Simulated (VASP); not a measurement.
A run of VASP 6.6.1:

Contents of INCAR:

```
ALGO     = Normal         # electronic algorithm
EDIFF    = 1E-6           # SCF threshold, eV
ENCUT    = 520            # plane-wave cutoff, eV
GGA      = CA             # functional
ISIF     = 2              # what is computed and relaxed
ISMEAR   = 0              # smearing method
LASPH    = True           # aspherical terms in the spheres
LCHARG   = False          # write CHGCAR
LREAL    = False          # projectors in reciprocal space
LWAVE    = False          # write WAVECAR
NBANDS   = 26             # bands
NELM     = 60             # most SCF steps
PREC     = Accurate       # precision mode
SIGMA    = 0.05           # smearing width, eV
```

KPOINTS

```
k-points
0
Gamma
  9 9 4
```

File POSCAR:

```
ZnO
1.0
    3.3866061734      0.0000000000      0.0000000000
   -1.6933030867      2.9328869788      0.0000000000
    0.0000000000      0.0000000000      6.9165281095
Zn O
2 2
Direct
    0.0000000000      0.0000000000      0.7500000000
    0.0000000000      0.0000000000      0.2500000000
    0.3333333333      0.6666666667      0.2500000000
    0.6666666667      0.3333333333      0.7500000000
```

Potentials or basis: VASP PAW LDA potentials, release 64 (Zn, O).

Command:

```console
$ cat potpaw_LDA.64/Zn/POTCAR potpaw_LDA.64/O/POTCAR > POTCAR
$ mpirun -np 1 vasp_std > vasp.out
```

Hardware: 1 thread of Intel(R) Xeon(R) 6975P-C (Granite Rapids), with other jobs on the host.

Question: Estimate the wall time of this run.

Answer: Wall time 26 s on 1 thread of Intel(R) Xeon(R) 6975P-C (Granite Rapids), on a shared host, peak memory 0.19 GiB. Counts: scf iterations 14, k points 36.
